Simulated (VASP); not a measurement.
# Mg12Au in VASP: further runs

The runs below take Mg12Au through single point, with PBE.

Everything below comes from runs of VASP 6.6.1. Logs are shortened: lines on timing, memory, paths and dates and some standing lists are left out, and cuts for length are marked.

## Step 1: The cell of the first run

The cell holds a slab with vacuum, 13 atoms: a = 6.420 Å, b = 6.420 Å, c = 16.213 Å, α = 90.00°, β = 90.00°, γ = 60.00°.

## Step 2: Single point, PBE

The input, INCAR:

```
PREC = Accurate
ENCUT = 520
EDIFF = 1E-6
ISMEAR = 0
SIGMA = 0.1
LREAL = False
LASPH = True
NELM = 80
ALGO = Normal
ISIF = 2
LWAVE = False
LCHARG = False
GGA = PE
NBANDS = 30
```

The input, KPOINTS:

```
regular mesh
0
Gamma
  3 3 1
```

The input, POSCAR:

```
Mg12Au
1.0
    6.4200000000      0.0000000000      0.0000000000
    3.2100000000      5.5598830000      0.0000000000
    0.0000000000      0.0000000000     16.2130400000
Mg Au
12 1
Direct
    0.0000000000      0.0000000000      0.0616786858
    0.5000000000      0.0000000000      0.0616786858
   -0.0000000450      0.5000000899      0.0616786858
    0.4999999550      0.5000000899      0.0616786858
   -0.1600436270      0.3305517400      0.2229878542
    0.3304838986      0.3353680284      0.2185845468
   -0.1601907713      0.8307108261      0.2228416139
    0.3389471691      0.8311315184      0.2207529865
    0.0183218870     -0.0081512507      0.3900971687
    0.5052286865      0.0158149011      0.3742062562
   -0.0170092735      0.5095447152      0.3874224081
    0.5049555377      0.4810565258      0.3742188387
    0.4268990808      0.7876030845      0.4901399121
```

Potentials or basis: VASP PAW PBE potentials, release 64 (Mg, Au).

On the command line:

```sh
$ cat potpaw_PBE.64/Mg/POTCAR potpaw_PBE.64/Au/POTCAR > POTCAR
$ mpirun -np 1 vasp_std > vasp.out
```

OUTCAR:

```text
PREC = Accurate
   ENCUT = 520
   EDIFF = 1E-6
   ISMEAR = 0
   LREAL = False
   LASPH = True
   NELM = 80
   ISIF = 2
   GGA = PE

 ion  position               nearest neighbor table
   1  0.000  0.000  0.062-   7 3.19   8 3.19   5 3.20   4 3.21   3 3.21   2 3.21   2 3.21   3 3.21
                             4 3.21
   2  0.500  0.000  0.062-   6 3.15   8 3.16   3 3.21   4 3.21   1 3.21   1 3.21   4 3.21   3 3.21
                             7 3.22
   3  1.000  0.500  0.062-   6 3.14   5 3.19   7 3.20   2 3.21   1 3.21   4 3.21   4 3.21   1 3.21
                             2 3.21
   4  0.500  0.500  0.062-   6 3.15   8 3.17   1 3.21   2 3.21   3 3.21   3 3.21   2 3.21   1 3.21
                             5 3.23
   5  0.840  0.331  0.223-  12 3.08   6 3.17   3 3.19   1 3.20   8 3.21   7 3.21   7 3.21  11 3.21
                             8 3.22   4 3.23   6 3.26   9 3.30
   6  0.330  0.335  0.219-  10 3.09  12 3.09   3 3.14   4 3.15   2 3.15   5 3.17   7 3.17   8 3.21
                             8 3.21   7 3.26   5 3.26  11 3.35
   7  0.840  0.831  0.223-  10 3.08   6 3.17   1 3.19   3 3.20   8 3.21   5 3.21   5 3.21  11 3.21
                             8 3.21   2 3.22   6 3.26   9 3.30
   8  0.339  0.831  0.221-  12 3.16  10 3.16   2 3.16   4 3.17   1 3.19   5 3.21   7 3.21   6 3.21
                             6 3.21   7 3.21   5 3.22   9 3.27
   9  0.018  0.992  0.390-  13 2.79  12 3.21  10 3.22  11 3.22  11 3.22  10 3.23  12 3.23   8 3.27
                             5 3.30   7 3.30
  10  0.505  0.016  0.374-  13 2.58  12 2.99   7 3.08   6 3.09   8 3.16  11 3.17   9 3.22   9 3.23
                            11 3.27  12 3.43
  11  0.983  0.510  0.387-  10 3.17  12 3.17   7 3.21   5 3.21   9 3.22   9 3.22  12 3.27  10 3.27
                             6 3.35  13 3.51
  12  0.505  0.481  0.374-  13 2.58  10 2.99   5 3.08   6 3.09   8 3.16  11 3.17   9 3.21   9 3.23
                            11 3.27  10 3.43
  13  0.427  0.788  0.490-  10 2.58  12 2.58   9 2.79  11 3.51

  LATTYP: Found a hexagonal cell.
 ALAT       =     6.4199999201
 C/A-ratio  =     2.5253956701

  Lattice vectors:

 A1 = (  -3.2100000000,  -5.5598830000,   0.0000000000)
 A2 = (   6.4200000000,   0.0000000000,   0.0000000000)
 A3 = (   0.0000000000,   0.0000000000,  16.2130400000)

Analysis of symmetry for initial positions (statically):
=====================================================================
 Subroutine PRICEL returns:
 Original cell was already a primitive cell.

 Routine SETGRP: Setting up the symmetry group for a
 hexagonal supercell.

 Subroutine GETGRP returns: Found  1 space group operations
 (whereof  1 operations were pure point group operations)
 out of a pool of 24 trial point group operations.

The static configuration has the point symmetry C_1 .

Analysis of symmetry for dynamics (positions and initial velocities):
=====================================================================
 Subroutine PRICEL returns:
 Original cell was already a primitive cell.

 Routine SETGRP: Setting up the symmetry group for a
 hexagonal supercell.

 Subroutine GETGRP returns: Found  1 space group operations
 (whereof  1 operations were pure point group operations)
 out of a pool of 24 trial point group operations.

The dynamic configuration has the point symmetry C_1 .

 Subroutine INISYM returns: Found  1 space group operations
 (whereof  1 operations are pure point group operations),
 and found     1 'primitive' translations

----------------------------------------------------------------------------------------

                                     Primitive cell

  volume of cell :     578.7155

  direct lattice vectors                    reciprocal lattice vectors
     6.420000000  0.000000000  0.000000000     0.155763240 -0.089929950  0.000000000
     3.210000000  5.559883000  0.000000000     0.000000000  0.179859900  0.000000000
     0.000000000  0.000000000 16.213040000     0.000000000  0.000000000  0.061678747

  length of vectors
     6.420000000  6.419999920 16.213040000     0.179859898  0.179859900  0.061678747

  position of ions in fractional coordinates (direct lattice)
     0.000000000  0.000000000  0.061678686
     0.500000000  0.000000000  0.061678686
     0.999999955  0.500000090  0.061678686
     0.499999955  0.500000090  0.061678686
     0.839956373  0.330551740  0.222987854
     0.330483899  0.335368028  0.218584547
     0.839809229  0.830710826  0.222841614
     0.338947169  0.831131518  0.220752987
     0.018321887  0.991848749  0.390097169
     0.505228686  0.015814901  0.374206256
     0.982990726  0.509544715  0.387422408
     0.504955538  0.481056526  0.374218839
     0.426899081  0.787603084  0.490139912

  ion indices of the primitive-cell ions
   primitive index   ion index
                 1           1
                 2           2
                 3           3
                 4           4
                 5           5
                 6           6
                 7           7
                 8           8
                 9           9
                10          10
                11          11
                12          12
                13          13

----------------------------------------------------------------------------------------

 KPOINTS: regular mesh

Automatic generation of k-mesh.
 Grid dimensions read from file:
 generate k-points for:    3    3    1

 Generating k-lattice:

  Cartesian coordinates                     Fractional coordinates (reciprocal lattice)
     0.051921080 -0.029976650  0.000000000     0.333333333  0.000000000  0.000000000
     0.000000000  0.059953300  0.000000000     0.000000000  0.333333333  0.000000000
     0.000000000  0.000000000  0.061678747     0.000000000  0.000000000  1.000000000

  Length of vectors
     0.059953299  0.059953300  0.061678747

  Shift w.r.t. Gamma in fractional coordinates (k-lattice)
     0.000000000  0.000000000  0.000000000

 Subroutine IBZKPT returns following result:
 ===========================================

 Found      5 irreducible k-points:

 Following reciprocal coordinates:
            Coordinates               Weight
  0.000000  0.000000  0.000000      1.000000
  0.333333  0.000000  0.000000      2.000000
  0.333333  0.333333  0.000000      2.000000
  0.000000  0.333333  0.000000      2.000000
 -0.333333  0.333333  0.000000      2.000000
   k-points           NKPTS =      5   k-points in BZ     NKDIM =      5   number of bands    NBANDS=     30
   number of dos      NEDOS =    301   number of ions     NIONS =     13
   total plane-waves  NPLWV = 290304
   dimension x,y,z NGX =    48 NGY =   48 NGZ =  126
   dimension x,y,z NGXF=    96 NGYF=   96 NGZF=  252
   ions per type =              12   1
   NGX,Y,Z   is equivalent  to a cutoff of  12.43, 12.43, 12.92 a.u.
   NGXF,Y,Z  is equivalent  to a cutoff of  24.86, 24.86, 25.84 a.u.
 SYSTEM =  unknown system
   PREC   = accura    normal or accurate (medium, high low for compatibility)
   ISTART =      0    job   : 0-new  1-cont  2-samecut
   ICHARG =      2    charge: 1-file 2-atom 10-const
   ISPIN  =      1    spin polarized calculation?
   LNONCOLLINEAR =      F non collinear calculations
   LSORBIT =      F    spin-orbit coupling
   LASPH  =      T    aspherical Exc in radial PAW
   ENCUT  =  520.0 eV  38.22 Ry    6.18 a.u.  11.94 11.94 30.15*2*pi/ulx,y,z
   NELM   =     80;   NELMIN=  2; NELMDL= -5     # of ELM steps
   EDIFF  = 0.1E-05   stopping-criterion for ELM
   LREAL  =      F    real-space projection
   EDIFFG = 0.1E-04   stopping-criterion for IOM
   NSW    =      0    number of steps for IOM
   IBRION =     -1    ionic relax: 0-MD 1-quasi-New 2-CG
   NFREE  =      0    steps in history (QN), initial steepest desc. (CG)
   ISIF   =      2    stress and relaxation
   ISYM   =      2    0-nonsym 1-usesym 2-fastsym
   POTIM  = 0.5000    time-step for ionic-motion
   TEBEG  =    0.0;   TEEND  =   0.0 temperature during run
   PSTRESS=    0.0 pullay stress
   NELECT =      35.0000    total number of electrons
   NUPDOWN=      -1.0000    fix difference up-down
   EMIN   =  10.00;   EMAX   =-10.00  energy-range for DOS
   EFERMI =   0.00;   METHOD = LEGACY
   ISMEAR =     0;   SIGMA  =   0.10  broadening in eV -4-tet -1-fermi 0-gaus
   EFERMI_NEDOS =   21; number of points for ismear=-14 and -15
   IALGO  =     38    algorithm
   IMIX   =      4    mixing-type and parameters
     AMIX     =   0.40;   BMIX     =  1.00
     AMIX_MAG =   1.60;   BMIX_MAG =  1.00
  volume/ion in A,a.u.               =      44.52       300.41
  Fermi-wavevector in a.u.,A,eV,Ry     =   0.642603  1.214343  5.618364  0.412938
  Thomas-Fermi vector in A             =   1.709327
   LORBIT       =      0    0 simple, 1 ext, 2 COOP (PROOUT), +10 PAW based schemes
   GGA     = PE    functional components
   LHFCALC =     F    Hartree Fock is set to
   AEXX    =    0.0000 exact exchange contribution
   IVDW    =     0    specifies the selected vdW correction
   LEPSILON=     F    determine dielectric tensor
   LRPA    =     F    only Hartree local field effects (RPA)
 non-spin polarized calculation
 Gauss-broadening in eV      SIGMA  =   0.10
  energy-cutoff  :      520.00
  volume of cell :      578.72
 maximum number of plane-waves:     15648
   NGX = 23   NGY = 23   NGZ = 61

 number of electron      35.0000002 magnetization

 Free energy of the ion-electron system (eV)
  ---------------------------------------------------
  ext. energy  EPLUGINS =         0.00000000
  ---------------------------------------------------
  free energy    TOTEN  =       -18.71470123 eV

  energy without entropy =      -18.63413559  energy(sigma->0) =      -18.67441841

 E-fermi :  -0.2197     XC(G=0):  -5.4508

 val. band max:       -0.2234816496   @ k =   0.3333   0.0000   0.0000
 cond. band min:      -0.2004197048   @ k =   0.3333   0.0000   0.0000
 fundamental gap:      0.0230619448
 Fermi energy:        -0.2196930615

 k-point     1 :       0.0000    0.0000    0.0000
  band No.  band energies     occupation
      1      -6.8001      2.00000
      2      -5.7375      2.00000
      3      -4.5583      2.00000
      4      -4.4302      2.00000
      5      -4.3707      2.00000
      6      -4.2227      2.00000
[... 21 lines left out ...]
     28       1.5853      0.00000
     29       2.3752      0.00000

 k-point     2 :       0.3333    0.0000    0.0000
  band No.  band energies     occupation
      1      -6.2805      2.00000
      2      -5.3027      2.00000
      3      -4.8068      2.00000
      4      -4.5825      2.00000
      5      -4.3350      2.00000
      6      -4.2877      2.00000
[... 21 lines left out ...]
     28       2.6748      0.00000
     29       2.8459      0.00000

 k-point     3 :       0.3333    0.3333    0.0000
  band No.  band energies     occupation
      1      -6.2791      2.00000
      2      -5.3042      2.00000
      3      -4.8475      2.00000
      4      -4.4927      2.00000
      5      -4.3501      2.00000
      6      -4.2970      2.00000
[... 21 lines left out ...]
     28       2.6603      0.00000
     29       2.8022      0.00000

 k-point     4 :       0.0000    0.3333    0.0000
  band No.  band energies     occupation
      1      -6.2791      2.00000
      2      -5.3042      2.00000
      3      -4.8475      2.00000
      4      -4.4930      2.00000
      5      -4.3501      2.00000
      6      -4.2970      2.00000
[... 21 lines left out ...]
     28       2.6605      0.00000
     29       2.8025      0.00000

 k-point     5 :      -0.3333    0.3333    0.0000
  band No.  band energies     occupation
      1      -5.4899      2.00000
      2      -5.2105      2.00000
      3      -5.1478      2.00000
      4      -4.5743      2.00000
      5      -4.5642      2.00000
      6      -4.4707      2.00000
[... 21 lines left out ...]
     28       3.1607      0.00000
     29       3.2063      0.00000
 [bands above 29 left out]

------------------------ aborting loop because EDIFF is reached ----------------------------------------

  FORCE on cell =-STRESS in cart. coord.  units (eV):
  Direction    XX          YY          ZZ          XY          YZ          ZX
  --------------------------------------------------------------------------------------
  -------------------------------------------------------------------------------------
  Total       -2.7884366     -1.4099663     -0.0448428      1.2095011      0.1843875     -0.3702960
  in kB       -7.7198030     -3.9035000     -0.1241476      3.3485109      0.5104779     -1.0251667
  external PRESSURE =      -3.9158169 kB  Pullay stress =       0.0000000 kB

 VOLUME and BASIS-vectors are now :
 -----------------------------------------------------------------------------
  energy-cutoff  :      520.00
  volume of cell :      578.72
      direct lattice vectors                 reciprocal lattice vectors
     6.420000000  0.000000000  0.000000000     0.155763240 -0.089929950  0.000000000
     3.210000000  5.559883000  0.000000000     0.000000000  0.179859900  0.000000000
     0.000000000  0.000000000 16.213040000     0.000000000  0.000000000  0.061678747

 POSITION                                       TOTAL-FORCE (eV/Angst)
 -----------------------------------------------------------------------------------
      0.00000      0.00000      1.00000         0.042120     -0.021618      0.007401
      3.21000      0.00000      1.00000        -0.020368     -0.066984     -0.008766
      8.02500      2.77994      1.00000        -0.045724      0.026718      0.018338
      4.81500      2.77994      1.00000         0.050865      0.053202     -0.008172
      6.45359      1.83783      3.61531         0.002570     -0.001794     -0.004805
      3.19824      1.86461      3.54392         0.004100     -0.002936      0.010145
      8.05816      4.61865      3.61294         0.003773     -0.002914     -0.001676
      4.84397      4.62099      3.57908         0.000360     -0.001032      0.003447
      3.30146      5.51456      6.32466         0.000724     -0.001165     -0.004331
      3.29433      0.08793      6.06702         0.016929     -0.021087      0.011672
      7.94644      2.83301      6.28129         0.031057     -0.019679     -0.036154
      4.78601      2.67462      6.06723         0.027838     -0.006178      0.012205
      5.26890      4.37898      7.94666        -0.114243      0.065467      0.000696
 -----------------------------------------------------------------------------------
    total drift:                                0.000034     -0.000173     -0.000267

  FREE ENERGIE OF THE ION-ELECTRON SYSTEM (eV)
  ---------------------------------------------------
  free  energy   TOTEN  =       -18.7147012255 eV

  energy  without entropy=      -18.6341355875  energy(sigma->0) =      -18.67441841
```

It took 1.9 min on 1 thread of Intel Xeon 6975P-C (Granite Rapids), shared host; peak memory 0.6 GiB.

Results:

```
Free energy            : -18.7147 eV
Largest force          : 0.132 eV/Å
Band gap on the k mesh : zero (an odd number of electrons rules out a gap without spin polarisation)
```

Forces in eV/Å, atoms in the order of the input:
```
Mg   0.042 -0.022  0.007
Mg  -0.020 -0.067 -0.009
Mg  -0.046  0.027  0.018
Mg   0.051  0.053 -0.008
Mg   0.003 -0.002 -0.005
Mg   0.004 -0.003  0.010
Mg   0.004 -0.003 -0.002
Mg   0.000 -0.001  0.003
Mg   0.001 -0.001 -0.004
Mg   0.017 -0.021  0.012
Mg   0.031 -0.020 -0.036
Mg   0.028 -0.006  0.012
Au  -0.114  0.065  0.001
```

Caveat: the k points lie up to 0.38 Å⁻¹ apart, too coarse for converged energies and pressures of a metal; spin-orbit coupling is left out, which moves the levels of the heavy elements.

## Step 3: Single point, PBE

The input, INCAR:

```
  ALGO = Normal
  EDIFF = 1E-7
  ENCUT = 520
  GGA = PE
  ISIF = 2
  ISMEAR = 0
  LASPH = True
  LCHARG = False
  LREAL = False
  LWAVE = False
  NBANDS = 30
  NELM = 80
  PREC = Accurate
  SIGMA = 0.1
```

The input, KPOINTS:

```
k-points
0
Gamma
  3 3 1
```

The input, POSCAR:

```
Mg12Au
1.0
    6.4200000000      0.0000000000      0.0000000000
    3.2100000000      5.5598830000      0.0000000000
    0.0000000000      0.0000000000     16.2130400000
Mg Au
12 1
Direct
    0.0000000000      0.0000000000      0.0616786858
    0.5000000000      0.0000000000      0.0616786858
   -0.0000000450      0.5000000899      0.0616786858
    0.4999999550      0.5000000899      0.0616786858
   -0.1621075306      0.3320219148      0.2239202518
    0.3277643939      0.3368369442      0.2166430231
   -0.1623734703      0.8315547288      0.2237077686
    0.3379982295      0.8317144444      0.2199582558
    0.0195355915     -0.0085325537      0.3905987403
    0.4909277218      0.0263732168      0.3719571407
   -0.0379769091      0.5202600486      0.3930508406
    0.4906444322      0.4850357463      0.3719525148
    0.4942780504      0.7537984163      0.4883260635
```

Potentials or basis: VASP PAW PBE potentials, release 64 (Mg, Au).

On the command line:

```sh
$ cat potpaw_PBE.64/Mg/POTCAR potpaw_PBE.64/Au/POTCAR > POTCAR
$ mpirun -np 1 vasp_std > vasp.out
```

Run time: 2.3 min. Hardware: 1 thread of Intel Xeon 6975P-C (Granite Rapids), shared host; peak memory 0.62 GiB.

The run converged. Its results:

| Quantity | Value |
| --- | --- |
| Free energy | -18.6786 eV |
| Largest force | 0.104 eV/Å |
| Band gap on the k mesh | zero (an odd number of electrons rules out a gap without spin polarisation) |

Forces in eV/Å, atoms in the order of the input:
```
Mg   0.021 -0.009  0.023
Mg  -0.006 -0.092 -0.015
Mg  -0.089  0.052  0.015
Mg   0.081  0.053 -0.014
Mg   0.000  0.000  0.000
Mg  -0.001  0.000 -0.003
Mg   0.002 -0.003  0.006
Mg  -0.002  0.000 -0.002
Mg   0.002 -0.004 -0.005
Mg  -0.005 -0.005  0.001
Mg  -0.005  0.001 -0.005
Mg   0.001  0.002 -0.002
Au   0.002  0.003  0.000
```

Levels at points of the mesh, in eV from the Fermi level:
```csv
k point,band 14,band 15,band 16,band 17,band 18,band 19
"(0.00, 0.00, 0.00)",-1.63,-1.53,-0.72,-0.72,-0.66,-0.28
```

Caveat: the k points lie up to 0.38 Å⁻¹ apart, too coarse for converged energies and pressures of a metal; spin-orbit coupling is left out, which moves the levels of the heavy elements.
